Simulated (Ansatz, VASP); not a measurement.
**Two plane-wave programs on SiC**

File INCAR:

```
PREC = Accurate ; ENCUT = 600
EDIFF = 1E-7 ; ISMEAR = 0
SIGMA = 0.02 ; LREAL = F
LASPH = T ; NELM = 120
ALGO = Normal ; ISIF = 3
LWAVE = F ; LCHARG = F
GGA = CA ; IBRION = 2
NSW = 70 ; EDIFFG = -0.005
GGA_COMPAT = F ; NELMIN = 4
```

Contents of KPOINTS:

```
Automatic mesh
0
Gamma
  10 10 10
```

The input POSCAR:

```
SiC
1.0
    0.0000000000      2.1898675892      2.1898675892
    2.1898675892      0.0000000000      2.1898675892
    2.1898675892      2.1898675892      0.0000000000
Si C
1 1
Direct
    0.0000000000      0.0000000000      0.0000000000
    0.2500000000      0.2500000000      0.2500000000
```

Input for Ansatz:

```yaml
crystal:
  lattice:
    - [0.0, 2.1898675892, 2.1898675892]
    - [2.1898675892, 0.0, 2.1898675892]
    - [2.1898675892, 2.1898675892, 0.0]
  atoms:
    - { symbol: Si, position: [0.0, 0.0, 0.0] }
    - { symbol: C, position: [0.25, 0.25, 0.25] }
basis:
  ecutwfc: 420
kpoints:
  mp_grid: { grid: [10, 10, 10] }
hamiltonian:
  xc: lda
scf:
  occupations: { method: gaussian, width: 0.02 }
output:
  forces: true
  stress: true
  eigenvalues: true
relax:
  adjacent_minimum: "off"
  f_tol: 0.005
  max_steps: 50
  cell: { stress_tol: 0.05 }
```

Alike in both runs: task relaxation of cell and atoms; functional LDA; k mesh 10 × 10 × 10; occupations gaussian, width 0.02 eV; no spin polarisation.

|  | VASP | Ansatz |
| --- | --- | --- |
| version | VASP 6.6.1 | Ansatz 0.2.0 |
| potentials or method | VASP PAW LDA potentials, release 64 (Si, C), cutoff 600 eV | scalar-relativistic, plane waves, PAW |
| valence electrons in the cell | 8 | 8 |

Ansatz gave:

| Property | Result |
| --- | --- |
| gap on the k mesh at the Fermi level, each at its own relaxed structure (eV) | 1.30 |
| relaxed volume (Å³/atom) | 10.14 |
| relaxed cell length with the largest relative difference (Å) | 3.061 |

Estimate VASP's values.

gap on the k mesh at the Fermi level, each at its own relaxed structure (eV): 1.29; relaxed volume (Å³/atom): 10.15; relaxed cell length with the largest relative difference (Å): 3.062.

LDA's correlation is that of Perdew and Zunger in VASP and of Perdew and Wang (1992) in Ansatz.
